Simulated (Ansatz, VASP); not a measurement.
# Al6O: VASP beside Ansatz

```xyz
14
Lattice="5.7135 0.0000 0.0000 0.0000 5.7135 0.0000 0.0000 0.0000 22.1747" Properties=species:S:1:pos:R:3 pbc="T T T"
Al    1.4284    1.4284    4.0000
Al    1.4284    4.2851    4.0000
Al    4.2851    1.4284    4.0000
Al    4.2851    4.2851    4.0000
Al    0.0000    0.0000    6.0848
Al    0.0000    2.8568    6.0848
Al    2.8568    0.0000    6.0848
Al    2.8568    2.8568    6.0848
Al    1.4284    1.4284    8.1747
Al    1.4284    4.2851    8.1747
Al    4.2851    1.4284    8.1747
Al    4.2851    4.2851    8.1747
O     0.2639    1.4284    9.6147
O     2.5929    1.4284    9.6147
```

Alike in both runs: task single point; functional PBE; k mesh 5 × 5 × 1; occupations gaussian, width 0.1 eV; collinear spin.

```csv
,VASP,Ansatz
version,VASP 6.6.1,Ansatz 0.2.0
potentials or method,"VASP PAW PBE potentials, release 64 (Al, O), cutoff 520 eV","scalar-relativistic, plane waves, PAW"
valence electrons in the cell,48,48
```

Ansatz gave:

```
gap on the k mesh at the Fermi level (eV) : none
rms of the force components (eV/Å)        : 1.332
net moment per atom (μB)                  : 0.00
```

**Question.** What did VASP give for the same quantities?

**Answer.** gap on the k mesh at the Fermi level (eV): none; rms of the force components (eV/Å): 1.321; net moment per atom (μB): 0.00.

Atom by atom the forces differ by 0.015 eV/Å (rms over components). A gap of «none» marks a metal or a gap that the smearing closes. Ansatz's warnings: seeded moment not kept.
